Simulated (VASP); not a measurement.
# Pd (Pm-3m) in VASP: further runs, part 2 of 2

VASP 6.6.1.

### Step 3. Single point, LDA (volume scaled by 1.08)

INCAR reads:

```
PREC = Accurate
ENCUT = 520
EDIFF = 1E-6
ISMEAR = -1
SIGMA = 0.1
LREAL = F
LASPH = T
NELM = 100
ALGO = Normal
ISIF = 2
LWAVE = F
LCHARG = F
GGA = CA
NBANDS = 11
```

KPOINTS reads:

```
regular mesh
0
Gamma
  14 14 14
```

POSCAR reads:

```
Pd
1.0
    2.6054380527      0.0000000000      0.0000000000
    0.0000000000      2.6054380527      0.0000000000
    0.0000000000      0.0000000000      2.6054380527
Pd
1
Direct
    0.0000000000      0.0000000000      0.0000000000
```

Potentials or basis: VASP PAW LDA potentials, release 64 (Pd).

Started as:

```bash
$ cat potpaw_LDA.64/Pd/POTCAR > POTCAR
$ mpirun -np 1 vasp_std > vasp.out
```

OUTCAR:

```text
PREC = Accurate
   ENCUT = 520
   EDIFF = 1E-6
   ISMEAR = -1
   LREAL = F
   LASPH = T
   NELM = 100
   ISIF = 2
   GGA = CA

 ion  position               nearest neighbor table
   1  0.000  0.000  0.000-

  LATTYP: Found a simple cubic cell.
 ALAT       =     2.6054380527

  Lattice vectors:

 A1 = (   2.6054380527,   0.0000000000,   0.0000000000)
 A2 = (   0.0000000000,   2.6054380527,   0.0000000000)
 A3 = (   0.0000000000,   0.0000000000,   2.6054380527)

[... 504 lines left out ...]
      2       3.7374      2.00000
      3       4.5983      2.00000
      4       5.8666      1.99999
      5       6.5822      1.98210
      6       7.2443      0.25697
      7      14.9689      0.00000
      8      21.5003      0.00000
      9      26.4573      0.00000
     10      29.1146      0.00000
     11      29.5246      0.00000

 [... further k-points ...]
[... 5 lines left out ...]
  --------------------------------------------------------------------------------------
  -------------------------------------------------------------------------------------
  Total       -1.1288951     -1.1288951     -1.1288951      0.0000000     -0.0000000      0.0000000
  in kB     -102.2637933   -102.2637933   -102.2637933      0.0000000     -0.0000000      0.0000000
  external PRESSURE =    -102.2637933 kB  Pullay stress =       0.0000000 kB

 VOLUME and BASIS-vectors are now :
 -----------------------------------------------------------------------------
  energy-cutoff  :      520.00
  volume of cell :       17.69
      direct lattice vectors                 reciprocal lattice vectors
     2.605438053  0.000000000  0.000000000     0.383812618  0.000000000  0.000000000
     0.000000000  2.605438053  0.000000000     0.000000000  0.383812618  0.000000000
     0.000000000  0.000000000  2.605438053     0.000000000  0.000000000  0.383812618

 POSITION                                       TOTAL-FORCE (eV/Angst)
 -----------------------------------------------------------------------------------
      0.00000      0.00000      0.00000         0.000000      0.000000      0.000000
 -----------------------------------------------------------------------------------
    total drift:                                0.000000      0.000000      0.000000

  FREE ENERGIE OF THE ION-ELECTRON SYSTEM (eV)
  ---------------------------------------------------
  free  energy   TOTEN  =        -5.8610496351 eV

  energy  without entropy=       -5.8096700320  energy(sigma->0) =       -5.83535983
```

Wall time 13 s (1 thread of Intel Xeon 8259CL, shared host); peak memory 0.14 GiB.

What came out:

```yaml
Free_energy: -5.8610 eV
Pressure: -10.2 GPa
Band_gap_on_the_k_mesh: zero (band 5 reaches 8.27 eV, above the bottom of band 6 at 6.44 eV)
```

### Step 4. Single point, LDA (volume scaled by 1.12)

INCAR reads:

```
SYSTEM = Pd
ALGO     = Normal         ! electronic algorithm
EDIFF    = 1E-6           ! SCF threshold, eV
ENCUT    = 520            ! plane-wave cutoff, eV
GGA      = CA             ! functional
ISIF     = 2              ! what is computed and relaxed
ISMEAR   = -1             ! smearing method
LASPH    = .True.         ! aspherical terms in the spheres
LCHARG   = .False.        ! write CHGCAR
LREAL    = .False.        ! projectors in reciprocal space
LWAVE    = .False.        ! write WAVECAR
NBANDS   = 11             ! bands
NELM     = 100            ! most SCF steps
PREC     = Accurate       ! precision mode
SIGMA    = 0.1            ! smearing width, eV
```

KPOINTS reads:

```
k-points
0
Gamma
  14 14 14
  0 0 0
```

POSCAR reads:

```
Pd
1.0
    2.6372148193      0.0000000000      0.0000000000
    0.0000000000      2.6372148193      0.0000000000
    0.0000000000      0.0000000000      2.6372148193
Pd
1
Direct
    0.0000000000      0.0000000000      0.0000000000
```

Started as:

```bash
$ cat potpaw_LDA.64/Pd/POTCAR > POTCAR
$ mpirun -np 1 vasp_std > vasp.out
```

It took 14 s on 1 thread of Intel Xeon 8259CL, shared host; peak memory 0.13 GiB.

It converged, with:

- Free energy: -5.8121 eV
- Pressure: -13.7 GPa
- Band gap on the k mesh: zero (band 5 reaches 7.68 eV, above the bottom of band 6 at 5.96 eV)

Levels at points of the mesh, in eV from the Fermi level:
| k point | band 3 | band 4 | band 5 | band 6 | band 7 | band 8 |
| --- | --- | --- | --- | --- | --- | --- |
| (0.00, 0.00, 0.00) | -4.35 | 0.00 | 0.00 | 0.00 | 16.08 | 16.08 |
| (0.50, 0.00, 0.00) | -1.47 | -1.47 | 0.14 | 0.46 | 4.59 | 18.13 |
| (0.50, 0.50, 0.00) | -1.19 | -1.19 | 1.04 | 5.37 | 5.37 | 10.95 |
| (0.50, 0.50, 0.50) | -3.67 | 1.13 | 1.13 | 10.73 | 10.73 | 10.73 |

### Step 5. Summary

```tsv
cell	gap on the mesh (eV)	pressure (GPa)
a = 2.573 Å, 1 atom	none	-5.7
a = 2.605 Å, 1 atom	none	-10.2
a = 2.637 Å, 1 atom	none	-13.7
```

Alike in all rows: task single point; level LDA; potentials or basis VASP PAW LDA potentials, release 64 (Pd); no spin polarisation; k mesh 14 × 14 × 14; cutoff (eV) 520; smearing fermi-dirac 0.1 eV.

Total energies depend on the potentials used, so only differences within one code and one set of settings carry meaning.
